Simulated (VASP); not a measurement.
# Sr in VASP: notebook

The runs below take Sr through single point, with PBEsol.

Program: VASP 6.6.1. These are calculated values, not measurements. Logs are shortened: lines on timing, memory, paths and dates and some standing lists are left out, and cuts for length are marked.

### Step 1. The cell of the first run

The cell holds a slab with vacuum, 2 atoms: a = 4.218 Å, b = 4.218 Å, c = 19.444 Å, α = 90.00°, β = 90.00°, γ = 109.47°.

### Step 2. Single point, PBEsol

INCAR

```
PREC = Accurate
ENCUT = 400
EDIFF = 1E-6
ISMEAR = -1
SIGMA = 0.1
LREAL = F
LASPH = T
NELM = 120
ALGO = Normal
ISIF = 2
LWAVE = F
LCHARG = T
LDIPOL = T
IDIPOL = 3
DIPOL = 0.5 0.5 0.500
GGA = PS
LELF = T
LVHAR = T
LVACPOTAV = T
NBANDS = 17
EFIELD = -0.2
GGA_COMPAT = F
NELMDL = -8
```

KPOINTS

```
Automatic mesh
0
Gamma
  4 4 1
```

POSCAR

```
Sr
1.0
    4.2175437164      0.0000000000      0.0000000000
   -1.4058479055      3.9763383491      0.0000000000
    0.0000000000      0.0000000000     19.4436100244
Sr
2
Direct
    0.0000000000      0.0000000000      0.4114462278
    0.5000000000      0.5000000000      0.5885537722
```

Potentials or basis: VASP PAW PBE potentials, release 64 (Sr_sv).

Launch:

```sh
> cat potpaw_PBE.64/Sr_sv/POTCAR > POTCAR
> mpirun -np 1 vasp_std > vasp.out
```

OUTCAR:

```text
PREC = Accurate
   ENCUT = 400
   EDIFF = 1E-6
   ISMEAR = -1
   LREAL = F
   LASPH = T
   NELM = 120
   ISIF = 2
   GGA = PS
   NELMDL = -8

 ion  position               nearest neighbor table
   1  0.000  0.000  0.411-   2 4.22   2 4.22   2 4.87   2 4.87
   2  0.500  0.500  0.589-   1 4.22   1 4.22   1 4.87   1 4.87

  LATTYP: Found a base centered orthorhombic cell.
 ALAT       =     4.8700000000
 B/A-ratio  =     1.4142135624
 C/A-ratio  =     3.9925277258

  Lattice vectors:

 A1 = (   4.2175437164,   0.0000000000,   0.0000000000)
 A2 = (  -1.4058479055,   3.9763383491,   0.0000000000)
 A3 = (   0.0000000000,   0.0000000000,  19.4436100244)

Analysis of symmetry for initial positions (statically):
=====================================================================
 Subroutine PRICEL returns:
 Original cell was already a primitive cell.

 Routine SETGRP: Setting up the symmetry group for a
 base centered orthorhombic supercell.

 Subroutine GETGRP returns: Found  8 space group operations
 (whereof  4 operations were pure point group operations)
 out of a pool of  8 trial point group operations.

The static configuration has the point symmetry C_2v.
 The point group associated with its full space group is D_2h.

Analysis of symmetry for dynamics (positions and initial velocities):
=====================================================================
 An external electric field (EFIELD) may reduce the allowed symmetry operations
 Subroutine PRICEL returns:
 Original cell was already a primitive cell.

 Routine SETGRP: Setting up the symmetry group for a
 base centered orthorhombic supercell.

 Subroutine GETGRP returns: Found  4 space group operations
 (whereof  4 operations were pure point group operations)
 out of a pool of  8 trial point group operations.

The dynamic configuration has the point symmetry C_2v.

 Subroutine INISYM returns: Found  4 space group operations
 (whereof  4 operations are pure point group operations),
 and found     1 'primitive' translations

----------------------------------------------------------------------------------------

                                     Primitive cell

  volume of cell :     326.0767

  direct lattice vectors                    reciprocal lattice vectors
     4.217543716  0.000000000  0.000000000     0.237104833  0.083829218  0.000000000
    -1.405847905  3.976338349  0.000000000     0.000000000  0.251487653  0.000000000
     0.000000000  0.000000000 19.443610024     0.000000000  0.000000000  0.051430778

  length of vectors
     4.217543716  4.217543716 19.443610024     0.251487653  0.251487653  0.051430778

  position of ions in fractional coordinates (direct lattice)
     0.000000000  0.000000000  0.411446228
     0.500000000  0.500000000  0.588553772

  ion indices of the primitive-cell ions
   primitive index   ion index
                 1           1
                 2           2

----------------------------------------------------------------------------------------

 KPOINTS: Automatic mesh

Automatic generation of k-mesh.
 Grid dimensions read from file:
 generate k-points for:    4    4    1

 Generating k-lattice:

  Cartesian coordinates                     Fractional coordinates (reciprocal lattice)
     0.059276208  0.020957304  0.000000000     0.250000000  0.000000000  0.000000000
     0.000000000  0.062871913  0.000000000     0.000000000  0.250000000  0.000000000
     0.000000000  0.000000000  0.051430778     0.000000000  0.000000000  1.000000000

  Length of vectors
     0.062871913  0.062871913  0.051430778

  Shift w.r.t. Gamma in fractional coordinates (k-lattice)
     0.000000000  0.000000000  0.000000000

 Subroutine IBZKPT returns following result:
 ===========================================

 Found      7 irreducible k-points:

 Following reciprocal coordinates:
            Coordinates               Weight
  0.000000  0.000000  0.000000      1.000000
  0.250000  0.000000  0.000000      4.000000
  0.500000  0.000000  0.000000      2.000000
  0.250000  0.250000  0.000000      2.000000
  0.500000  0.250000  0.000000      4.000000
 -0.250000  0.250000  0.000000      2.000000
  0.500000  0.500000  0.000000      1.000000
   k-points           NKPTS =      7   k-points in BZ     NKDIM =      7   number of bands    NBANDS=     17
   number of dos      NEDOS =    301   number of ions     NIONS =      2
   total plane-waves  NPLWV = 100352
   dimension x,y,z NGX =    28 NGY =   28 NGZ =  128
   dimension x,y,z NGXF=    56 NGYF=   56 NGZF=  256
   ions per type =               2
   NGX,Y,Z   is equivalent  to a cutoff of  11.04, 11.04, 10.94 a.u.
   NGXF,Y,Z  is equivalent  to a cutoff of  22.07, 22.07, 21.89 a.u.
 SYSTEM =  unknown system
   PREC   = accura    normal or accurate (medium, high low for compatibility)
   ISTART =      0    job   : 0-new  1-cont  2-samecut
   ICHARG =      2    charge: 1-file 2-atom 10-const
   ISPIN  =      1    spin polarized calculation?
   LNONCOLLINEAR =      F non collinear calculations
   LSORBIT =      F    spin-orbit coupling
   LASPH  =      T    aspherical Exc in radial PAW
   ENCUT  =  400.0 eV  29.40 Ry    5.42 a.u.   6.88  6.88 31.71*2*pi/ulx,y,z
   NELM   =    120;   NELMIN=  2; NELMDL= -8     # of ELM steps
   EDIFF  = 0.1E-05   stopping-criterion for ELM
   LREAL  =      F    real-space projection
   EDIFFG = 0.1E-04   stopping-criterion for IOM
   NSW    =      0    number of steps for IOM
   IBRION =     -1    ionic relax: 0-MD 1-quasi-New 2-CG
   NFREE  =      0    steps in history (QN), initial steepest desc. (CG)
   ISIF   =      2    stress and relaxation
   ISYM   =      2    0-nonsym 1-usesym 2-fastsym
   POTIM  = 0.5000    time-step for ionic-motion
   TEBEG  =    0.0;   TEEND  =   0.0 temperature during run
   PSTRESS=    0.0 pullay stress
   NELECT =      20.0000    total number of electrons
   NUPDOWN=      -1.0000    fix difference up-down
   EMIN   =  10.00;   EMAX   =-10.00  energy-range for DOS
   EFERMI =   0.00;   METHOD = LEGACY
   ISMEAR =    -1;   SIGMA  =   0.10  broadening in eV -4-tet -1-fermi 0-gaus
   EFERMI_NEDOS =   21; number of points for ismear=-14 and -15
   IALGO  =     38    algorithm
   IMIX   =      4    mixing-type and parameters
     AMIX     =   0.40;   BMIX     =  1.00
     AMIX_MAG =   1.60;   BMIX_MAG =  1.00
  volume/ion in A,a.u.               =     163.04      1100.24
  Fermi-wavevector in a.u.,A,eV,Ry     =   0.645622  1.220048  5.671283  0.416828
  Thomas-Fermi vector in A             =   1.713338
   LORBIT       =      0    0 simple, 1 ext, 2 COOP (PROOUT), +10 PAW based schemes
   GGA     = PS    functional components
   LHFCALC =     F    Hartree Fock is set to
   AEXX    =    0.0000 exact exchange contribution
   IVDW    =     0    specifies the selected vdW correction
   LEPSILON=     F    determine dielectric tensor
   LRPA    =     F    only Hartree local field effects (RPA)
 non-spin polarized calculation
  energy-cutoff  :      400.00
  volume of cell :      326.08
 maximum number of plane-waves:      5944
   NGX = 13   NGY = 13   NGZ = 63

 dipolmoment           0.000000      0.000000      0.007383 electrons x Angstroem

 number of electron      20.0000000 magnetization

 dipolmoment           0.000000      0.000000     -0.170129 electrons x Angstroem

 Free energy of the ion-electron system (eV)
  ---------------------------------------------------
  ext. energy  EPLUGINS =         0.00000000
  ---------------------------------------------------
  free energy    TOTEN  =        -2.87567574 eV

  energy without entropy =       -2.74980100  energy(sigma->0) =       -2.81273837

 E-fermi :  -1.0772     XC(G=0):  -3.4029

 val. band max:       -1.1306556697   @ k =   0.5000   0.5000   0.0000
 cond. band min:      -1.0667631989   @ k =   0.5000   0.2500   0.0000
 fundamental gap:      0.0638924708
 Fermi energy:        -1.0771538283

 k-point     1 :       0.0000    0.0000    0.0000
  band No.  band energies     occupation
      1     -38.1307      2.00000
      2     -38.1130      2.00000
      3     -20.1992      2.00000
      4     -20.1171      2.00000
      5     -20.0311      2.00000
      6     -20.0120      2.00000
      7     -20.0002      2.00000
      8     -19.9977      2.00000
      9      -4.2776      2.00000
     10      -3.1012      2.00000
     11      -1.0213      0.72780
     12      -0.5137      0.00712
     13       0.1146      0.00001
     14       0.4462      0.00000
     15       0.6236      0.00000
     16       1.1095      0.00000
     17       1.5069      0.00000

 k-point     2 :       0.2500    0.0000    0.0000
  band No.  band energies     occupation
      1     -38.1275      2.00000
      2     -38.1102      2.00000
      3     -20.1847      2.00000
      4     -20.1291      2.00000
      5     -20.0737      2.00000
      6     -20.0599      2.00000
      7     -20.0190      2.00000
      8     -20.0022      2.00000
      9      -3.5635      2.00000
     10      -2.4020      2.00000
     11      -0.8353      0.16351
     12      -0.4053      0.00241
     13      -0.1611      0.00021
     14       0.2339      0.00000
     15       0.7164      0.00000
     16       1.1446      0.00000
     17       1.6671      0.00000

 k-point     3 :       0.5000    0.0000    0.0000
  band No.  band energies     occupation
      1     -38.1242      2.00000
      2     -38.1075      2.00000
      3     -20.1696      2.00000
      4     -20.1611      2.00000
      5     -20.1133      2.00000
      6     -20.1109      2.00000
      7     -20.0185      2.00000
      8     -20.0045      2.00000
      9      -1.9880      1.99978
     10      -1.9871      1.99978
     11      -0.7417      0.06752
     12      -0.7210      0.05524
     13      -0.2923      0.00078
     14      -0.2793      0.00069
     15       0.7844      0.00000
     16       0.9038      0.00000
     17       2.1069      0.00000

 k-point     4 :       0.2500    0.2500    0.0000
  band No.  band energies     occupation
      1     -38.1243      2.00000
      2     -38.1075      2.00000
      3     -20.1647      2.00000
      4     -20.1448      2.00000
      5     -20.0835      2.00000
      6     -20.0662      2.00000
      7     -20.0655      2.00000
      8     -20.0547      2.00000
      9      -2.5181      2.00000
     10      -1.3818      1.90924
     11      -0.7117      0.05046
     12      -0.5088      0.00678
     13      -0.2916      0.00078
     14       0.0110      0.00004
     15       0.6432      0.00000
     16       1.0687      0.00000
     17       1.7394      0.00000

 k-point     5 :       0.5000    0.2500    0.0000
  band No.  band energies     occupation
      1     -38.1221      2.00000
      2     -38.1050      2.00000
      3     -20.1692      2.00000
      4     -20.1412      2.00000
      5     -20.1244      2.00000
      6     -20.1071      2.00000
      7     -20.0623      2.00000
      8     -20.0442      2.00000
      9      -1.9818      1.99976
     10      -1.0668      0.94809
     11      -0.9324      0.38068
     12      -0.6886      0.04023
     13      -0.2132      0.00035
     14       0.2355      0.00000
     15       0.5945      0.00000
     16       1.1974      0.00000
     17       1.4540      0.00000

 k-point     6 :      -0.2500    0.2500    0.0000
  band No.  band energies     occupation
      1     -38.1253      2.00000
      2     -38.1077      2.00000
      3     -20.1833      2.00000
      4     -20.1123      2.00000
      5     -20.0853      2.00000
      6     -20.0671      2.00000
      7     -20.0620      2.00000
      8     -20.0294      2.00000
      9      -3.3246      2.00000
     10      -2.1640      1.99996
     11      -0.8352      0.16343
     12      -0.2085      0.00034
     13       0.3640      0.00000
     14       0.6928      0.00000
     15       0.7737      0.00000
     16       0.9477      0.00000
     17       1.2383      0.00000

 k-point     7 :       0.5000    0.5000    0.0000
  band No.  band energies     occupation
      1     -38.1199      2.00000
      2     -38.1025      2.00000
      3     -20.1666      2.00000
      4     -20.1604      2.00000
      5     -20.1343      2.00000
      6     -20.1051      2.00000
      7     -20.0925      2.00000
      8     -20.0584      2.00000
      9      -1.6880      1.99556
     10      -1.1519      1.35713
     11      -1.1307      1.26131
     12      -0.1824      0.00026
     13      -0.1348      0.00016
     14       0.4405      0.00000
     15       1.0197      0.00000
     16       1.1674      0.00000
     17       1.8370      0.00000

------------------------ aborting loop because EDIFF is reached ----------------------------------------

  FORCE on cell =-STRESS in cart. coord.  units (eV):
  Direction    XX          YY          ZZ          XY          YZ          ZX
  --------------------------------------------------------------------------------------
  -------------------------------------------------------------------------------------
  Total       -0.7736500     -0.9300355     -0.9914736     -0.2211624      0.0000000      0.0000000
  in kB       -3.8013276     -4.5697272     -4.8716033     -1.0866812      0.0000000      0.0000000
  external PRESSURE =      -4.4142194 kB  Pullay stress =       0.0000000 kB

 VOLUME and BASIS-vectors are now :
 -----------------------------------------------------------------------------
  energy-cutoff  :      400.00
  volume of cell :      326.08
      direct lattice vectors                 reciprocal lattice vectors
     4.217543716  0.000000000  0.000000000     0.237104833  0.083829218  0.000000000
    -1.405847905  3.976338349  0.000000000     0.000000000  0.251487653  0.000000000
     0.000000000  0.000000000 19.443610024     0.000000000  0.000000000  0.051430778

 POSITION                                       TOTAL-FORCE (eV/Angst)
 -----------------------------------------------------------------------------------
      0.00000      0.00000      8.00000        -0.000000      0.000000      0.275995
      1.40585      1.98817     11.44361         0.000000      0.000000     -0.275995
 -----------------------------------------------------------------------------------
    total drift:                               -0.000000     -0.000000     -0.000042

  FREE ENERGIE OF THE ION-ELECTRON SYSTEM (eV)
  ---------------------------------------------------
  free  energy   TOTEN  =        -2.8756757406 eV

  energy  without entropy=       -2.7498010044  energy(sigma->0) =       -2.81273837
```

It took 1.8 min on 1 thread of Intel Xeon 8259CL, shared host; peak memory 0.29 GiB.

Results:

```
Free energy            : -2.8757 eV
Largest force          : 0.276 eV/Å
Band gap on the k mesh : zero (band 10 reaches -1.07 eV, above the bottom of band 11 at -1.13 eV)
```

Forces in eV/Å, atoms in the order of the input:
```
Sr   0.000  0.000  0.276
Sr   0.000  0.000 -0.276
```

Levels at points of the mesh, in eV from the Fermi level:
```csv
k point,band 8,band 9,band 10,band 11,band 12,band 13
"(0.00, 0.00, 0.00)",-18.92,-3.20,-2.02,0.06,0.56,1.19
"(0.50, 0.00, 0.00)",-18.93,-0.91,-0.91,0.34,0.36,0.78
"(0.50, 0.50, 0.00)",-18.98,-0.61,-0.07,-0.05,0.89,0.94
```

Caveat: the k points lie up to 0.40 Å⁻¹ apart; the PAW data sets were made with another functional, which shifts forces and pressure a little.

### Step 3. Single point, PBEsol

INCAR

```
SYSTEM = Sr
PREC     = Accurate       ! precision mode
ENCUT    = 400            ! plane-wave cutoff, eV
EDIFF    = 1E-6           ! SCF threshold, eV
ISMEAR   = -1             ! smearing method
SIGMA    = 0.1            ! smearing width, eV
LREAL    = .False.        ! projectors in reciprocal space
LASPH    = .True.         ! aspherical terms in the spheres
NELM     = 120            ! most SCF steps
ALGO     = Normal         ! electronic algorithm
ISIF     = 2              ! what is computed and relaxed
LWAVE    = .False.        ! write WAVECAR
LCHARG   = .False.        ! write CHGCAR
LDIPOL   = .True.       
IDIPOL   = 3            
DIPOL    = 0.5 0.5 0.500
GGA      = PS             ! functional
NBANDS   = 17             ! bands
EFIELD   = -0.3         
GGA_COMPAT= .False.      
NELMDL   = -8
```

KPOINTS

```
regular mesh
0
Gamma
  4 4 1
  0 0 0
```

POSCAR is that of step 2.

Potentials or basis: VASP PAW PBE potentials, release 64 (Sr_sv).

Launch:

```sh
> cat potpaw_PBE.64/Sr_sv/POTCAR > POTCAR
> mpirun -np 1 vasp_std > vasp.out
```

Wall time 1.7 min (1 thread of Intel Xeon 8259CL, shared host); peak memory 0.29 GiB.

The run converged. Its results:

```yaml
Free_energy: -2.8970 eV
Largest_force: 0.273 eV/Å
Band_gap_on_the_k_mesh: zero (band 10 reaches -1.09 eV, above the bottom of band 11 at -1.15 eV)
```

Forces on the atoms (eV/Å):
```
Sr   0.000  0.000  0.273
Sr   0.000  0.000 -0.273
```

Levels at points of the mesh, in eV from the Fermi level:
| k point | band 6 | band 7 | band 8 | band 9 | band 10 | band 11 | band 12 | band 13 | band 14 | band 15 |
| --- | --- | --- | --- | --- | --- | --- | --- | --- | --- | --- |
| (0.00, 0.00, 0.00) | -18.94 | -18.92 | -18.92 | -3.20 | -2.02 | 0.04 | 0.58 | 1.19 | 1.51 | 1.70 |
| (0.50, 0.00, 0.00) | -19.03 | -18.94 | -18.92 | -0.91 | -0.91 | 0.33 | 0.36 | 0.78 | 0.80 | 1.84 |
| (0.50, 0.50, 0.00) | -19.03 | -19.02 | -18.98 | -0.61 | -0.07 | -0.05 | 0.90 | 0.95 | 1.52 | 2.10 |

Caveat: the k points lie up to 0.40 Å⁻¹ apart; the PAW data sets were made with another functional, which shifts forces and pressure a little.
